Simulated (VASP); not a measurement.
# MoSe (Pm-3m) in VASP: further runs

MoSe is run at these levels: PBEsol, r2SCAN; tasks: single point, relaxation of cell and atoms.

Everything below comes from runs of VASP 6.6.1. Logs are shortened: lines on timing, memory, paths and dates and some standing lists are left out, and cuts for length are marked.

## 1. The cell of the first run

The structure is cubic, space group Pm-3m (No. 221). The conventional cell has a = 3.107 Å, b = 3.107 Å, c = 3.107 Å, α = 90.00°, β = 90.00°, γ = 90.00°. Mo (site symmetry m-3m) has 8 Se at 2.69 Å and 6 Mo at 3.11 Å within 3.5 Å. Se (site symmetry m-3m) has 8 Mo at 2.69 Å and 6 Se at 3.11 Å within 3.5 Å.

## 2. Single point, PBEsol

File INCAR:

```
ALGO = Normal
EDIFF = 1E-6
ENCUT = 520
GGA = PS
ISIF = 2
ISMEAR = 0
LASPH = True
LCHARG = True
LELF = True
LREAL = False
LVHAR = True
LWAVE = False
NBANDS = 17
NELM = 60
PREC = Accurate
SIGMA = 0.1
```

File KPOINTS:

```
k-points
0
Gamma
  14 14 14
```

File POSCAR:

```
MoSe
1.0
    3.1072324860      0.0000000000      0.0000000000
    0.0000000000      3.1072324860      0.0000000000
    0.0000000000      0.0000000000      3.1072324860
Mo Se
1 1
Direct
    0.0000000000      0.0000000000      0.0000000000
    0.5000000000      0.5000000000      0.5000000000
```

Potentials or basis: VASP PAW PBE potentials, release 64 (Mo_sv, Se).

The run is started by

```
> cat potpaw_PBE.64/Mo_sv/POTCAR potpaw_PBE.64/Se/POTCAR > POTCAR
> mpirun -np 1 vasp_std > vasp.out
```

OUTCAR:

```text
EDIFF = 1E-6
   ENCUT = 520
   GGA = PS
   ISIF = 2
   ISMEAR = 0
   LASPH = True
   LREAL = False
   NELM = 60
   PREC = Accurate

 ion  position               nearest neighbor table
   1  0.000  0.000  0.000-   2 2.69   2 2.69   2 2.69   2 2.69   2 2.69   2 2.69   2 2.69   2 2.69

   2  0.500  0.500  0.500-   1 2.69   1 2.69   1 2.69   1 2.69   1 2.69   1 2.69   1 2.69   1 2.69

  LATTYP: Found a simple cubic cell.
 ALAT       =     3.1072324860

  Lattice vectors:

 A1 = (   3.1072324860,   0.0000000000,   0.0000000000)
 A2 = (   0.0000000000,   3.1072324860,   0.0000000000)
 A3 = (   0.0000000000,   0.0000000000,   3.1072324860)

Analysis of symmetry for initial positions (statically):
=====================================================================
 Subroutine PRICEL returns:
 Original cell was already a primitive cell.

 Routine SETGRP: Setting up the symmetry group for a
 simple cubic supercell.

 Subroutine GETGRP returns: Found 48 space group operations
 (whereof 48 operations were pure point group operations)
 out of a pool of 48 trial point group operations.

The static configuration has the point symmetry O_h .

Analysis of symmetry for dynamics (positions and initial velocities):
=====================================================================
 Subroutine PRICEL returns:
 Original cell was already a primitive cell.

 Routine SETGRP: Setting up the symmetry group for a
 simple cubic supercell.

 Subroutine GETGRP returns: Found 48 space group operations
 (whereof 48 operations were pure point group operations)
 out of a pool of 48 trial point group operations.

The dynamic configuration has the point symmetry O_h .

 Subroutine INISYM returns: Found 48 space group operations
 (whereof 48 operations are pure point group operations),
 and found     1 'primitive' translations

----------------------------------------------------------------------------------------

                                     Primitive cell

  volume of cell :      30.0000

  direct lattice vectors                    reciprocal lattice vectors
     3.107232486  0.000000000  0.000000000     0.321829797  0.000000000  0.000000000
     0.000000000  3.107232486  0.000000000     0.000000000  0.321829797  0.000000000
     0.000000000  0.000000000  3.107232486     0.000000000  0.000000000  0.321829797

  length of vectors
     3.107232486  3.107232486  3.107232486     0.321829797  0.321829797  0.321829797

  position of ions in fractional coordinates (direct lattice)
     0.000000000  0.000000000  0.000000000
     0.500000000  0.500000000  0.500000000
[... 73 lines left out ...]
   LSORBIT =      F    spin-orbit coupling
   LASPH  =      T    aspherical Exc in radial PAW
   ENCUT  =  520.0 eV  38.22 Ry    6.18 a.u.   5.78  5.78  5.78*2*pi/ulx,y,z
   NELM   =     60;   NELMIN=  2; NELMDL= -5     # of ELM steps
   EDIFF  = 0.1E-05   stopping-criterion for ELM
   LREAL  =      F    real-space projection
   EDIFFG = 0.1E-04   stopping-criterion for IOM
   NSW    =      0    number of steps for IOM
   IBRION =     -1    ionic relax: 0-MD 1-quasi-New 2-CG
   NFREE  =      0    steps in history (QN), initial steepest desc. (CG)
   ISIF   =      2    stress and relaxation
   ISYM   =      2    0-nonsym 1-usesym 2-fastsym
   POTIM  = 0.5000    time-step for ionic-motion
   TEBEG  =    0.0;   TEEND  =   0.0 temperature during run
   PSTRESS=    0.0 pullay stress
   NELECT =      20.0000    total number of electrons
   NUPDOWN=      -1.0000    fix difference up-down
   EMIN   =  10.00;   EMAX   =-10.00  energy-range for DOS
   EFERMI =   0.00;   METHOD = LEGACY
   ISMEAR =     0;   SIGMA  =   0.10  broadening in eV -4-tet -1-fermi 0-gaus
   EFERMI_NEDOS =   21; number of points for ismear=-14 and -15
   IALGO  =     38    algorithm
   IMIX   =      4    mixing-type and parameters
     AMIX     =   0.40;   BMIX     =  1.00
     AMIX_MAG =   1.60;   BMIX_MAG =  1.00
  volume/ion in A,a.u.               =      15.00       101.22
  Fermi-wavevector in a.u.,A,eV,Ry     =   1.430137  2.702568 27.827898  2.045293
  Thomas-Fermi vector in A             =   2.550015
   LORBIT       =      0    0 simple, 1 ext, 2 COOP (PROOUT), +10 PAW based schemes
   GGA     = PS    functional components
   LHFCALC =     F    Hartree Fock is set to
   AEXX    =    0.0000 exact exchange contribution
   IVDW    =     0    specifies the selected vdW correction
   LEPSILON=     F    determine dielectric tensor
   LRPA    =     F    only Hartree local field effects (RPA)
 non-spin polarized calculation
 Gauss-broadening in eV      SIGMA  =   0.10
  energy-cutoff  :      520.00
  volume of cell :       30.00
 maximum number of plane-waves:       840
 NGX is ok and might be reduce to    24
   NGX = 11   NGY = 11   NGZ = 11

 number of electron      19.9999997 magnetization

 Free energy of the ion-electron system (eV)
  ---------------------------------------------------
  ext. energy  EPLUGINS =         0.00000000
  ---------------------------------------------------
  free energy    TOTEN  =       -15.67022657 eV

  energy without entropy =      -15.66205839  energy(sigma->0) =      -15.66614248

 E-fermi :  11.6384     XC(G=0): -12.9364

 val. band max:       11.6317308649   @ k =   0.4286   0.2857   0.1429
 cond. band min:      11.6413181356   @ k =   0.2857   0.0714   0.0714
 fundamental gap:      0.0095872707
 Fermi energy:        11.6383575268

 k-point     1 :       0.0000    0.0000    0.0000
  band No.  band energies     occupation
      1     -49.3652      2.00000
      2     -23.3859      2.00000
      3     -23.3859      2.00000
      4     -23.3859      2.00000
      5      -5.2207      2.00000
      6       7.8381      2.00000
[... 457 lines left out ...]
      4     -23.3464      2.00000
      5      -3.5112      2.00000
      6       4.0957      2.00000
[... 9 lines left out ...]
     16      21.7330      0.00000
     17      22.9142      0.00000

 [... further k-points ...]
[... 5 lines left out ...]
  --------------------------------------------------------------------------------------
  -------------------------------------------------------------------------------------
  Total        0.0899297      0.0899297      0.0899297      0.0000000      0.0000000      0.0000000
  in kB        4.8027778      4.8027778      4.8027778      0.0000000      0.0000000      0.0000000
  external PRESSURE =       4.8027778 kB  Pullay stress =       0.0000000 kB

 VOLUME and BASIS-vectors are now :
 -----------------------------------------------------------------------------
  energy-cutoff  :      520.00
  volume of cell :       30.00
      direct lattice vectors                 reciprocal lattice vectors
     3.107232486  0.000000000  0.000000000     0.321829797  0.000000000  0.000000000
     0.000000000  3.107232486  0.000000000     0.000000000  0.321829797  0.000000000
     0.000000000  0.000000000  3.107232486     0.000000000  0.000000000  0.321829797

 POSITION                                       TOTAL-FORCE (eV/Angst)
 -----------------------------------------------------------------------------------
      0.00000      0.00000      0.00000         0.000000      0.000000      0.000000
      1.55362      1.55362      1.55362         0.000000      0.000000      0.000000
 -----------------------------------------------------------------------------------
    total drift:                               -0.000000      0.000000      0.000000

  FREE ENERGIE OF THE ION-ELECTRON SYSTEM (eV)
  ---------------------------------------------------
  free  energy   TOTEN  =       -15.6702265720 eV

  energy  without entropy=      -15.6620583901  energy(sigma->0) =      -15.66614248
```

Run time: 20 s. Hardware: 1 thread of AMD EPYC 9R45 (Zen 5), shared host; peak memory 0.15 GiB.

What came out:

```
Free energy            : -15.6702 eV
Pressure               : 0.5 GPa
Band gap on the k mesh : zero (band 10 reaches 14.15 eV, above the bottom of band 11 at 10.74 eV)
```

Levels at points of the mesh, in eV from the Fermi level:
| k point | band 7 | band 8 | band 9 | band 10 | band 11 | band 12 | band 13 | band 14 |
| --- | --- | --- | --- | --- | --- | --- | --- | --- |
| (0.00, 0.00, 0.00) | -3.80 | -1.85 | -1.85 | -1.85 | 0.66 | 0.66 | 0.66 | 3.73 |
| (0.50, 0.00, 0.00) | -3.85 | -3.85 | -2.81 | 0.99 | 2.08 | 4.54 | 4.54 | 5.16 |
| (0.50, 0.50, 0.00) | -6.39 | -3.36 | -1.05 | -1.05 | -0.27 | 0.42 | 2.39 | 5.12 |
| (0.50, 0.50, 0.50) | -7.89 | -7.89 | 2.51 | 2.51 | 2.95 | 2.95 | 2.95 | 4.93 |

Caveat: the PAW data sets were made with another functional, which shifts forces and pressure a little.

## 3. Single point, r2SCAN

POSCAR is that of step 2.

File INCAR.step1:

```
  ALGO = Normal
  EDIFF = 1E-4
  ENCUT = 520
  GGA = PE
  ISMEAR = 0
  LASPH = True
  LCHARG = False
  LREAL = False
  LWAVE = True
  NBANDS = 17
  NELM = 100
  PREC = Accurate
  SIGMA = 0.1
```

File INCAR.step2:

```
  ALGO = Normal
  EDIFF = 1E-6
  ENCUT = 520
  ISIF = 2
  ISMEAR = 0
  ISTART = 1
  LASPH = True
  LCHARG = True
  LELF = True
  LMIXTAU = True
  LREAL = False
  LVHAR = True
  LWAVE = False
  METAGGA = R2SCAN
  NBANDS = 17
  NELM = 100
  PREC = Accurate
  SIGMA = 0.1
```

KPOINTS is that of step 2.

Potentials or basis: VASP PAW PBE potentials, release 64 (Mo_sv, Se).

The run is started by

```
> cat potpaw_PBE.64/Mo_sv/POTCAR potpaw_PBE.64/Se/POTCAR > POTCAR
> cp INCAR.step1 INCAR
> mpirun -np 1 vasp_std > vasp.out
> cp INCAR.step2 INCAR
> mpirun -np 1 vasp_std > vasp.out
```

OUTCAR:

```text
EDIFF = 1E-6
   ENCUT = 520
   ISIF = 2
   ISMEAR = 0
   ISTART = 1
   LASPH = True
   LREAL = False
   METAGGA = R2SCAN
   NELM = 100
   PREC = Accurate

 ion  position               nearest neighbor table
   1  0.000  0.000  0.000-   2 2.69   2 2.69   2 2.69   2 2.69   2 2.69   2 2.69   2 2.69   2 2.69

   2  0.500  0.500  0.500-   1 2.69   1 2.69   1 2.69   1 2.69   1 2.69   1 2.69   1 2.69   1 2.69

  LATTYP: Found a simple cubic cell.
 ALAT       =     3.1072324860

  Lattice vectors:

 A1 = (   3.1072324860,   0.0000000000,   0.0000000000)
 A2 = (   0.0000000000,   3.1072324860,   0.0000000000)
 A3 = (   0.0000000000,   0.0000000000,   3.1072324860)

Analysis of symmetry for initial positions (statically):
=====================================================================
 Subroutine PRICEL returns:
 Original cell was already a primitive cell.

 Routine SETGRP: Setting up the symmetry group for a
 simple cubic supercell.

 Subroutine GETGRP returns: Found 48 space group operations
 (whereof 48 operations were pure point group operations)
 out of a pool of 48 trial point group operations.

The static configuration has the point symmetry O_h .

Analysis of symmetry for dynamics (positions and initial velocities):
=====================================================================
 Subroutine PRICEL returns:
 Original cell was already a primitive cell.

 Routine SETGRP: Setting up the symmetry group for a
 simple cubic supercell.

 Subroutine GETGRP returns: Found 48 space group operations
 (whereof 48 operations were pure point group operations)
 out of a pool of 48 trial point group operations.

The dynamic configuration has the point symmetry O_h .

 Subroutine INISYM returns: Found 48 space group operations
 (whereof 48 operations are pure point group operations),
 and found     1 'primitive' translations

----------------------------------------------------------------------------------------

                                     Primitive cell

  volume of cell :      30.0000

  direct lattice vectors                    reciprocal lattice vectors
     3.107232486  0.000000000  0.000000000     0.321829797  0.000000000  0.000000000
     0.000000000  3.107232486  0.000000000     0.000000000  0.321829797  0.000000000
     0.000000000  0.000000000  3.107232486     0.000000000  0.000000000  0.321829797

  length of vectors
     3.107232486  3.107232486  3.107232486     0.321829797  0.321829797  0.321829797

  position of ions in fractional coordinates (direct lattice)
     0.000000000  0.000000000  0.000000000
     0.500000000  0.500000000  0.500000000

  ion indices of the primitive-cell ions
   primitive index   ion index
                 1           1
                 2           2

----------------------------------------------------------------------------------------

 KPOINTS: k-points

Automatic generation of k-mesh.
 Grid dimensions read from file:
 generate k-points for:   14   14   14

 Generating k-lattice:

  Cartesian coordinates                     Fractional coordinates (reciprocal lattice)
     0.022987843  0.000000000  0.000000000     0.071428571  0.000000000  0.000000000
     0.000000000  0.022987843  0.000000000     0.000000000  0.071428571  0.000000000
     0.000000000  0.000000000  0.022987843     0.000000000  0.000000000  0.071428571

  Length of vectors
     0.022987843  0.022987843  0.022987843

  Shift w.r.t. Gamma in fractional coordinates (k-lattice)
     0.000000000  0.000000000  0.000000000

 Subroutine IBZKPT returns following result:
 ===========================================

 Found    120 irreducible k-points:

 Following reciprocal coordinates:
            Coordinates               Weight
  0.000000  0.000000  0.000000      1.000000
  0.071429  0.000000  0.000000      6.000000
  0.142857  0.000000  0.000000      6.000000
  0.214286  0.000000  0.000000      6.000000
  0.285714  0.000000  0.000000      6.000000
  0.357143  0.000000  0.000000      6.000000
[... 16 lines left out ...]
  0.285714  0.214286  0.000000     24.000000
  0.357143  0.214286  0.000000     24.000000
 [... further k-points ...]
   k-points           NKPTS =    120   k-points in BZ     NKDIM =    120   number of bands    NBANDS=     17
   number of dos      NEDOS =    301   number of ions     NIONS =      2
   total plane-waves  NPLWV =  13824
   dimension x,y,z NGX =    24 NGY =   24 NGZ =   24
   dimension x,y,z NGXF=    48 NGYF=   48 NGZF=   48
   ions per type =               1   1
   NGX,Y,Z   is equivalent  to a cutoff of  12.84, 12.84, 12.84 a.u.
   NGXF,Y,Z  is equivalent  to a cutoff of  25.68, 25.68, 25.68 a.u.
 SYSTEM =  unknown system
   PREC   = accura    normal or accurate (medium, high low for compatibility)
   ISTART =      1    job   : 0-new  1-cont  2-samecut
   ICHARG =      0    charge: 1-file 2-atom 10-const
   ISPIN  =      1    spin polarized calculation?
   LNONCOLLINEAR =      F non collinear calculations
   LSORBIT =      F    spin-orbit coupling
   LASPH  =      T    aspherical Exc in radial PAW
   ENCUT  =  520.0 eV  38.22 Ry    6.18 a.u.   5.78  5.78  5.78*2*pi/ulx,y,z
   NELM   =    100;   NELMIN=  2; NELMDL=  0     # of ELM steps
   EDIFF  = 0.1E-05   stopping-criterion for ELM
   LREAL  =      F    real-space projection
   EDIFFG = 0.1E-04   stopping-criterion for IOM
   NSW    =      0    number of steps for IOM
   IBRION =     -1    ionic relax: 0-MD 1-quasi-New 2-CG
   NFREE  =      0    steps in history (QN), initial steepest desc. (CG)
   ISIF   =      2    stress and relaxation
   ISYM   =      2    0-nonsym 1-usesym 2-fastsym
   POTIM  = 0.5000    time-step for ionic-motion
   TEBEG  =    0.0;   TEEND  =   0.0 temperature during run
   PSTRESS=    0.0 pullay stress
   NELECT =      20.0000    total number of electrons
   NUPDOWN=      -1.0000    fix difference up-down
   EMIN   =  10.00;   EMAX   =-10.00  energy-range for DOS
   EFERMI =   0.00;   METHOD = LEGACY
   ISMEAR =     0;   SIGMA  =   0.10  broadening in eV -4-tet -1-fermi 0-gaus
   EFERMI_NEDOS =   21; number of points for ismear=-14 and -15
   IALGO  =     38    algorithm
   IMIX   =      4    mixing-type and parameters
     AMIX     =   0.40;   BMIX     =  1.00
     AMIX_MAG =   1.60;   BMIX_MAG =  1.00
  volume/ion in A,a.u.               =      15.00       101.22
  Fermi-wavevector in a.u.,A,eV,Ry     =   1.430137  2.702568 27.827898  2.045293
  Thomas-Fermi vector in A             =   2.550015
   LORBIT       =      0    0 simple, 1 ext, 2 COOP (PROOUT), +10 PAW based schemes
   METAGGA = R2SCAN    functional components
   LHFCALC =     F    Hartree Fock is set to
   AEXX    =    0.0000 exact exchange contribution
   IVDW    =     0    specifies the selected vdW correction
   LEPSILON=     F    determine dielectric tensor
   LRPA    =     F    only Hartree local field effects (RPA)
 non-spin polarized calculation
 Gauss-broadening in eV      SIGMA  =   0.10
  energy-cutoff  :      520.00
  volume of cell :       30.00
 maximum number of plane-waves:       840
 NGX is ok and might be reduce to    24
   NGX = 11   NGY = 11   NGZ = 11

 number of electron      19.9999996 magnetization

 Free energy of the ion-electron system (eV)
  ---------------------------------------------------
  ext. energy  EPLUGINS =         0.00000000
  ---------------------------------------------------
  free energy    TOTEN  =       -40.10064183 eV

  energy without entropy =      -40.09211724  energy(sigma->0) =      -40.09637954

 E-fermi :  11.7733     XC(G=0): -13.7482

 val. band max:       11.7614209931   @ k =   0.4286   0.3571   0.3571
 cond. band min:      11.7949382455   @ k =   0.2143   0.2143   0.0000
 fundamental gap:      0.0335172524
 Fermi energy:        11.7732971623

 k-point     1 :       0.0000    0.0000    0.0000
  band No.  band energies     occupation
      1     -51.3412      2.00000
      2     -24.6102      2.00000
      3     -24.6102      2.00000
      4     -24.6102      2.00000
      5      -5.8866      2.00000
      6       7.7766      2.00000
[... 9 lines left out ...]
     16      21.8027      0.00000
     17      28.7547      0.00000

 k-point     2 :       0.0714    0.0000    0.0000
  band No.  band energies     occupation
      1     -51.3397      2.00000
      2     -24.6290      2.00000
      3     -24.6083      2.00000
      4     -24.6083      2.00000
      5      -5.8131      2.00000
      6       7.4665      2.00000
[... 9 lines left out ...]
     16      22.0118      0.00000
     17      28.4491      0.00000
[... 421 lines left out ...]
 k-point    24 :       0.3571    0.2143    0.0000
  band No.  band energies     occupation
      1     -51.3062      2.00000
      2     -24.8894      2.00000
      3     -24.7171      2.00000
      4     -24.5683      2.00000
      5      -4.0999      2.00000
      6       3.8436      2.00000
[... 9 lines left out ...]
     16      22.4222      0.00000
     17      23.5501      0.00000

 [... further k-points ...]
[... 5 lines left out ...]
  --------------------------------------------------------------------------------------
  -------------------------------------------------------------------------------------
  Total        1.1100881      1.1100881      1.1100881      0.0000000     -0.0000000      0.0000000
  in kB       59.2852670     59.2852670     59.2852670      0.0000000     -0.0000000      0.0000000
  external PRESSURE =      59.2852670 kB  Pullay stress =       0.0000000 kB

 VOLUME and BASIS-vectors are now :
 -----------------------------------------------------------------------------
  energy-cutoff  :      520.00
  volume of cell :       30.00
      direct lattice vectors                 reciprocal lattice vectors
     3.107232486  0.000000000  0.000000000     0.321829797  0.000000000  0.000000000
     0.000000000  3.107232486  0.000000000     0.000000000  0.321829797  0.000000000
     0.000000000  0.000000000  3.107232486     0.000000000  0.000000000  0.321829797

 POSITION                                       TOTAL-FORCE (eV/Angst)
 -----------------------------------------------------------------------------------
      0.00000      0.00000      0.00000         0.000000      0.000000      0.000000
      1.55362      1.55362      1.55362         0.000000      0.000000      0.000000
 -----------------------------------------------------------------------------------
    total drift:                                0.000000      0.000000      0.000000

  FREE ENERGIE OF THE ION-ELECTRON SYSTEM (eV)
  ---------------------------------------------------
  free  energy   TOTEN  =       -40.1006418327 eV

  energy  without entropy=      -40.0921172409  energy(sigma->0) =      -40.09637954
```

Wall time 95 s (1 thread of AMD EPYC 9R45 (Zen 5), shared host); peak memory 0.16 GiB.

Results:

| Quantity | Value |
| --- | --- |
| Free energy | -40.1006 eV |
| Pressure | 5.9 GPa |
| Band gap on the k mesh | zero (band 10 reaches 14.28 eV, above the bottom of band 11 at 10.85 eV) |

Caveat: the PAW data sets were made with another functional, which shifts forces and pressure a little.

[end of part 1 of 2]
